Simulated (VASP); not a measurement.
Input of a VASP 6.6.1 run:

File INCAR:

```
PREC     = Accurate       # precision mode
ENCUT    = 520            # plane-wave cutoff, eV
EDIFF    = 1E-6           # SCF threshold, eV
ISMEAR   = 0              # smearing method
SIGMA    = 0.15           # smearing width, eV
LREAL    = F              # projectors in reciprocal space
LASPH    = T              # aspherical terms in the spheres
NELM     = 80             # most SCF steps
ALGO     = Fast           # electronic algorithm
ISIF     = 2              # what is computed and relaxed
LWAVE    = F              # write WAVECAR
LCHARG   = F              # write CHGCAR
GGA      = PS             # functional
IVDW     = 12             # dispersion correction
NBANDS   = 10             # bands
```

File KPOINTS:

```
Automatic mesh
0
Gamma
  18 18 10
```

POSCAR

```
Al
1.0
    2.8265176283      0.0000000000      0.0000000000
   -1.4132588141      2.4234794925      0.0000000000
    0.0000000000      0.0000000000      4.8668500000
Al
2
Direct
    0.6666666667      0.3333333333      0.7500000000
    0.3333333333      0.6666666667      0.2500000000
```

Potentials or basis: VASP PAW PBE potentials, release 64 (Al).

Command:

```bash
$ cat potpaw_PBE.64/Al/POTCAR > POTCAR
$ mpirun -np 1 vasp_std > vasp.out
```

Task: Estimate the dispersion energy per atom.

Result: -0.314 eV.

Task: What does it give for the band gap on the k mesh?

Result: Zero (bands 3 and 4 overlap by 6.79 eV).

Task: Predict the pressure.

Result: -4.4 GPa.

Stress tensor (GPa, compression positive):
```
-4.03  0.00  0.00
 0.00 -3.26  0.00
 0.00  0.00 -5.86
```

Caveat: the cell differs from its parent crystal (strain +0.0050 x Voigt [1, -1, 0, 0, 0, 0]); the cell stands under tension; the PAW data sets were made with another functional, which shifts forces and pressure a little.
